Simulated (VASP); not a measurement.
# Sb in VASP: notebook

The runs below take Sb through relaxation of the atoms, with PBEsol.

All numbers are computed with VASP 6.6.1; they aren't measurements. Logs are shortened: lines on timing, memory, paths and dates and some standing lists are left out, and cuts for length are marked.

## 1. The cell of the first run

The cell holds a slab with vacuum, 5 atoms: a = 3.334 Å, b = 3.334 Å, c = 25.430 Å, α = 90.00°, β = 90.00°, γ = 90.00°.

## 2. Relaxation of the atoms, PBEsol

Input file INCAR:

```
SYSTEM = Sb
ALGO = Normal
DIPOL = 0.5 0.5 0.500
EDIFF = 1E-6
EDIFFG = -0.01
ENCUT = 520
GGA = PS
IBRION = 2
IDIPOL = 3
ISIF = 2
ISMEAR = -1
LASPH = .True.
LCHARG = .False.
LDIPOL = .True.
LREAL = .False.
LWAVE = .False.
NELM = 100
NSW = 60
PREC = Accurate
SIGMA = 0.1
```

Input file KPOINTS:

```
k-points
0
Gamma
  11 11 1
  0 0 0
```

Input file POSCAR:

```
Sb
1.0
    3.3338465325      0.0000000000      0.0000000000
    0.0000000000      3.3338465325      0.0000000000
    0.0000000000      0.0000000000     25.4295000000
Sb
5
Direct
    0.0000000000      0.0000000000      0.3145944287
    0.5000000000      0.5000000000      0.4072972141
    0.0000000000      0.0000000000      0.5000000000
    0.5000000000      0.5000000000      0.5927027859
    0.0000000000      0.0000000000      0.6854055713
```

Potentials or basis: VASP PAW PBE potentials, release 64 (Sb).

Command:

```sh
$ cat potpaw_PBE.64/Sb/POTCAR > POTCAR
$ mpirun -np 1 vasp_std > vasp.out
```

OUTCAR:

```text
SYSTEM = Sb
   EDIFF = 1E-6
   EDIFFG = -0.01
   ENCUT = 520
   GGA = PS
   IBRION = 2
   ISIF = 2
   ISMEAR = -1
   LASPH = .True.
   LREAL = .False.
   NELM = 100
   NSW = 60
   PREC = Accurate

 ion  position               nearest neighbor table
   1  0.000  0.000  0.315-   2 3.33   2 3.33   2 3.33   2 3.33
   2  0.500  0.500  0.407-   1 3.33   1 3.33   1 3.33   1 3.33   3 3.33   3 3.33   3 3.33   3 3.33

   3  0.000  0.000  0.500-   2 3.33   4 3.33   2 3.33   4 3.33   2 3.33   4 3.33   2 3.33   4 3.33

   4  0.500  0.500  0.593-   5 3.33   5 3.33   5 3.33   5 3.33   3 3.33   3 3.33   3 3.33   3 3.33

   5  0.000  0.000  0.685-   4 3.33   4 3.33   4 3.33   4 3.33

  LATTYP: Found a simple tetragonal cell.
 ALAT       =     3.3338465325
 C/A-ratio  =     7.6276756450

  Lattice vectors:

 A1 = (   3.3338465325,   0.0000000000,   0.0000000000)
 A2 = (   0.0000000000,   3.3338465325,   0.0000000000)
 A3 = (   0.0000000000,   0.0000000000,  25.4295000000)

Analysis of symmetry for initial positions (statically):
=====================================================================
 Subroutine PRICEL returns:
 Original cell was already a primitive cell.

 Routine SETGRP: Setting up the symmetry group for a
 simple tetragonal supercell.

 Subroutine GETGRP returns: Found 16 space group operations
 (whereof 16 operations were pure point group operations)
 out of a pool of 16 trial point group operations.

The static configuration has the point symmetry D_4h.

Analysis of symmetry for dynamics (positions and initial velocities):
=====================================================================
 Subroutine PRICEL returns:
 Original cell was already a primitive cell.

 Routine SETGRP: Setting up the symmetry group for a
 simple tetragonal supercell.

 Subroutine GETGRP returns: Found 16 space group operations
 (whereof 16 operations were pure point group operations)
 out of a pool of 16 trial point group operations.

The dynamic configuration has the point symmetry D_4h.

 Subroutine INISYM returns: Found 16 space group operations
 (whereof 16 operations are pure point group operations),
 and found     1 'primitive' translations

----------------------------------------------------------------------------------------

                                     Primitive cell

  volume of cell :     282.6370

  direct lattice vectors                    reciprocal lattice vectors
     3.333846532  0.000000000  0.000000000     0.299953819  0.000000000  0.000000000
     0.000000000  3.333846532  0.000000000     0.000000000  0.299953819  0.000000000
     0.000000000  0.000000000 25.429500000     0.000000000  0.000000000  0.039324407

  length of vectors
     3.333846532  3.333846532 25.429500000     0.299953819  0.299953819  0.039324407

  position of ions in fractional coordinates (direct lattice)
     0.000000000  0.000000000  0.314594429
     0.500000000  0.500000000  0.407297214
     0.000000000  0.000000000  0.500000000
     0.500000000  0.500000000  0.592702786
     0.000000000  0.000000000  0.685405571

  ion indices of the primitive-cell ions
   primitive index   ion index
                 1           1
                 2           2
                 3           3
                 4           4
                 5           5

----------------------------------------------------------------------------------------

 KPOINTS: k-points

Automatic generation of k-mesh.
 Grid dimensions read from file:
 generate k-points for:   11   11    1

 Generating k-lattice:

  Cartesian coordinates                     Fractional coordinates (reciprocal lattice)
     0.027268529  0.000000000  0.000000000     0.090909091  0.000000000  0.000000000
     0.000000000  0.027268529  0.000000000     0.000000000  0.090909091  0.000000000
     0.000000000  0.000000000  0.039324407     0.000000000  0.000000000  1.000000000

  Length of vectors
     0.027268529  0.027268529  0.039324407

  Shift w.r.t. Gamma in fractional coordinates (k-lattice)
     0.000000000  0.000000000  0.000000000

 Subroutine IBZKPT returns following result:
 ===========================================

 Found     21 irreducible k-points:

 Following reciprocal coordinates:
            Coordinates               Weight
  0.000000  0.000000  0.000000      1.000000
  0.090909  0.000000  0.000000      4.000000
  0.181818  0.000000  0.000000      4.000000
  0.272727  0.000000  0.000000      4.000000
  0.363636  0.000000  0.000000      4.000000
  0.454545  0.000000  0.000000      4.000000
[... 13 lines left out ...]
  0.454545  0.363636  0.000000      8.000000
  0.454545  0.454545  0.000000      4.000000
   k-points           NKPTS =     21   k-points in BZ     NKDIM =     21   number of bands    NBANDS=     16
   number of dos      NEDOS =    301   number of ions     NIONS =      5
   total plane-waves  NPLWV = 150528
   dimension x,y,z NGX =    28 NGY =   28 NGZ =  192
   dimension x,y,z NGXF=    56 NGYF=   56 NGZF=  384
   ions per type =               5
   NGX,Y,Z   is equivalent  to a cutoff of  13.96, 13.96, 12.55 a.u.
   NGXF,Y,Z  is equivalent  to a cutoff of  27.93, 27.93, 25.10 a.u.
 SYSTEM =  Sb
   PREC   = accura    normal or accurate (medium, high low for compatibility)
   ISTART =      0    job   : 0-new  1-cont  2-samecut
   ICHARG =      2    charge: 1-file 2-atom 10-const
   ISPIN  =      1    spin polarized calculation?
   LNONCOLLINEAR =      F non collinear calculations
   LSORBIT =      F    spin-orbit coupling
   LASPH  =      T    aspherical Exc in radial PAW
   ENCUT  =  520.0 eV  38.22 Ry    6.18 a.u.   6.20  6.20 47.28*2*pi/ulx,y,z
   NELM   =    100;   NELMIN=  2; NELMDL= -5     # of ELM steps
   EDIFF  = 0.1E-05   stopping-criterion for ELM
   LREAL  =      F    real-space projection
   EDIFFG = -.1E-01   stopping-criterion for IOM
   NSW    =     60    number of steps for IOM
   IBRION =      2    ionic relax: 0-MD 1-quasi-New 2-CG
   NFREE  =      1    steps in history (QN), initial steepest desc. (CG)
   ISIF   =      2    stress and relaxation
   ISYM   =      2    0-nonsym 1-usesym 2-fastsym
   POTIM  = 0.5000    time-step for ionic-motion
   TEBEG  =    0.0;   TEEND  =   0.0 temperature during run
   PSTRESS=    0.0 pullay stress
   NELECT =      25.0000    total number of electrons
   NUPDOWN=      -1.0000    fix difference up-down
   EMIN   =  10.00;   EMAX   =-10.00  energy-range for DOS
   EFERMI =   0.00;   METHOD = LEGACY
   ISMEAR =    -1;   SIGMA  =   0.10  broadening in eV -4-tet -1-fermi 0-gaus
   EFERMI_NEDOS =   21; number of points for ismear=-14 and -15
   IALGO  =     38    algorithm
   IMIX   =      4    mixing-type and parameters
     AMIX     =   0.40;   BMIX     =  1.00
     AMIX_MAG =   1.60;   BMIX_MAG =  1.00
  volume/ion in A,a.u.               =      56.53       381.47
  Fermi-wavevector in a.u.,A,eV,Ry     =   0.729421  1.378407  7.239055  0.532056
  Thomas-Fermi vector in A             =   1.821139
   LORBIT       =      0    0 simple, 1 ext, 2 COOP (PROOUT), +10 PAW based schemes
   GGA     = PS    functional components
   LHFCALC =     F    Hartree Fock is set to
   AEXX    =    0.0000 exact exchange contribution
   IVDW    =     0    specifies the selected vdW correction
   LEPSILON=     F    determine dielectric tensor
   LRPA    =     F    only Hartree local field effects (RPA)
 conjugate gradient relaxation of ions
 non-spin polarized calculation
  energy-cutoff  :      520.00
  volume of cell :      282.64
 maximum number of plane-waves:      7642
 NGX is ok and might be reduce to    28
   NGX = 13   NGY = 13   NGZ = 95

--------------------------------------- Ionic step        1  -------------------------------------------

 number of electron      25.0000002 magnetization

 Free energy of the ion-electron system (eV)
  ---------------------------------------------------
  ext. energy  EPLUGINS =         0.00000000
  ---------------------------------------------------
  free energy    TOTEN  =       -20.88875128 eV

  energy without entropy =      -20.75625510  energy(sigma->0) =      -20.82250319

------------------------ aborting loop because EDIFF is reached ----------------------------------------

  FORCE on cell =-STRESS in cart. coord.  units (eV):
  Direction    XX          YY          ZZ          XY          YZ          ZX
  --------------------------------------------------------------------------------------
  -------------------------------------------------------------------------------------
  Total       -2.2572174     -2.2572174     -1.8965200      0.0000000     -0.0000000      0.0000000
  in kB      -12.7954316    -12.7954316    -10.7507555      0.0000000     -0.0000000      0.0000000
  external PRESSURE =     -12.1138729 kB  Pullay stress =       0.0000000 kB
[... 98 lines left out ...]
  FREE ENERGIE OF THE ION-ELECTRON SYSTEM (eV)
  ---------------------------------------------------
  free  energy   TOTEN  =       -20.9501905152 eV

  energy  without entropy=      -20.8281981796  energy(sigma->0) =      -20.88919435

[... ionic steps 4 to 14 ...]

--------------------------------------- Ionic step       15  -------------------------------------------

 number of electron      25.0000002 magnetization

------------------------ aborting loop because EDIFF is reached ----------------------------------------

  FORCE on cell =-STRESS in cart. coord.  units (eV):
  Direction    XX          YY          ZZ          XY          YZ          ZX
  --------------------------------------------------------------------------------------
  -------------------------------------------------------------------------------------
  Total        0.8573499      0.8573499     -0.2373394      0.0000000      0.0000000      0.0000000
  in kB        4.8600379      4.8600379     -1.3453996      0.0000000      0.0000000      0.0000000
  external PRESSURE =       2.7915587 kB  Pullay stress =       0.0000000 kB
[... 24 lines left out ...]
  energy  without entropy=      -20.8986405314  energy(sigma->0) =      -20.94842110

--------------------------------------- Ionic step       16  -------------------------------------------

 number of electron      25.0000002 magnetization

 dipolmoment           0.000000      0.000000     -0.000000 electrons x Angstroem

------------------------ aborting loop because EDIFF is reached ----------------------------------------

  FORCE on cell =-STRESS in cart. coord.  units (eV):
  Direction    XX          YY          ZZ          XY          YZ          ZX
  --------------------------------------------------------------------------------------
  -------------------------------------------------------------------------------------
  Total        1.0548860      1.0548860     -0.0830664      0.0000000      0.0000000     -0.0000000
  in kB        5.9798060      5.9798060     -0.4708762      0.0000000      0.0000000     -0.0000000
  external PRESSURE =       3.8295786 kB  Pullay stress =       0.0000000 kB
[... 24 lines left out ...]
  energy  without entropy=      -20.9008113293  energy(sigma->0) =      -20.94982842

--------------------------------------- Ionic step       17  -------------------------------------------

 number of electron      25.0000002 magnetization

 dipolmoment           0.000000      0.000000      0.000000 electrons x Angstroem

 Free energy of the ion-electron system (eV)
  ---------------------------------------------------
  ext. energy  EPLUGINS =         0.00000000
  ---------------------------------------------------
  free energy    TOTEN  =       -20.99897733 eV

  energy without entropy =      -20.90122256  energy(sigma->0) =      -20.95009994

 E-fermi :   1.8256     XC(G=0):  -5.3349

 val. band max:        1.8088999710   @ k =   0.4545   0.2727   0.0000
 cond. band min:       1.8732586741   @ k =   0.1818   0.0909   0.0000
 fundamental gap:      0.0643587031
 Fermi energy:         1.8256326134

 k-point     1 :       0.0000    0.0000    0.0000
  band No.  band energies     occupation
      1     -11.4960      2.00000
      2     -11.0375      2.00000
      3      -9.5528      2.00000
      4      -7.6773      2.00000
      5      -6.1783      2.00000
      6      -2.3738      2.00000
[... 8 lines left out ...]
     15       4.1895      0.00000
     16       5.5477      0.00000
[... 365 lines left out ...]
      2      -6.0884      2.00000
      3      -5.8059      2.00000
      4      -5.5768      2.00000
      5      -5.5070      2.00000
      6      -3.3333      2.00000
[... 8 lines left out ...]
     15       0.9518      1.99968
     16       1.1056      1.99851

------------------------ aborting loop because EDIFF is reached ----------------------------------------

 vacuum level on the upper side and lower side of the slab       (xc-potential included)        -0.007        -0.007

  FORCE on cell =-STRESS in cart. coord.  units (eV):
  Direction    XX          YY          ZZ          XY          YZ          ZX
  --------------------------------------------------------------------------------------
  -------------------------------------------------------------------------------------
  Total        1.1339045      1.1339045     -0.0234265      0.0000000      0.0000000      0.0000000
  in kB        6.4277358      6.4277358     -0.1327973      0.0000000      0.0000000      0.0000000
  external PRESSURE =       4.2408914 kB  Pullay stress =       0.0000000 kB

 VOLUME and BASIS-vectors are now :
 -----------------------------------------------------------------------------
  energy-cutoff  :      520.00
  volume of cell :      282.64
      direct lattice vectors                 reciprocal lattice vectors
     3.333846532  0.000000000  0.000000000     0.299953819  0.000000000  0.000000000
     0.000000000  3.333846532  0.000000000     0.000000000  0.299953819  0.000000000
     0.000000000  0.000000000 25.429500000     0.000000000  0.000000000  0.039324407
[... 11 lines left out ...]
  FREE ENERGIE OF THE ION-ELECTRON SYSTEM (eV)
  ---------------------------------------------------
  free  energy   TOTEN  =       -20.9989773258 eV

  energy  without entropy=      -20.9012225616  energy(sigma->0) =      -20.95009994

 reached required accuracy - stopping structural energy minimisation

 vacuum level on the upper side and lower side of the slab         6.013         6.013
```

It took 12 min on 1 thread of Intel Xeon Platinum 8488C (Sapphire Rapids), shared host; peak memory 0.44 GiB.

What came out:

| Quantity | Value |
| --- | --- |
| Free energy | -20.9990 eV |
| Energy gained by relaxing | 22.0 meV/atom |
| Ionic steps | 17 |

The path:
```tsv
step	energy change (eV)	largest force (eV/Å)	pressure (GPa)
1	0.0000	0.3383	-1.21
2	-0.0177	0.3185	-1.13
3	-0.0614	0.2515	-0.82
4	-0.1013	0.0530	0.06
5	-0.1014	0.0411	0.01
6	-0.1022	0.0372	0.04
7	-0.1042	0.0319	0.12
8	-0.1063	0.0352	0.28
9	-0.1066	0.0481	0.34
10	-0.1080	0.0409	0.30
11	-0.1078	0.0724	0.19
12	-0.1091	0.0242	0.25
13	-0.1091	0.0317	0.24
14	-0.1094	0.0369	0.27
15	-0.1095	0.0387	0.28
16	-0.1101	0.0119	0.38
17	-0.1102	0.0012	0.42
```

Final structure:
```
Sb
1.0
     3.33385    0.00000    0.00000
     0.00000    3.33385    0.00000
     0.00000    0.00000   25.42950
Sb
5
Direct
  0.00000 0.00000 0.32490
  0.50000 0.50000 0.40723
  0.00000 0.00000 0.50000
  0.50000 0.50000 0.59277
  0.00000 0.00000 0.67510
```

Caveat: the highest band is partly filled, so the run has too few bands; the PAW data sets were made with another functional, which shifts forces and pressure a little; spin-orbit coupling is left out, which moves the levels of the heavy elements.

(Part 1 of 2 ends here.)
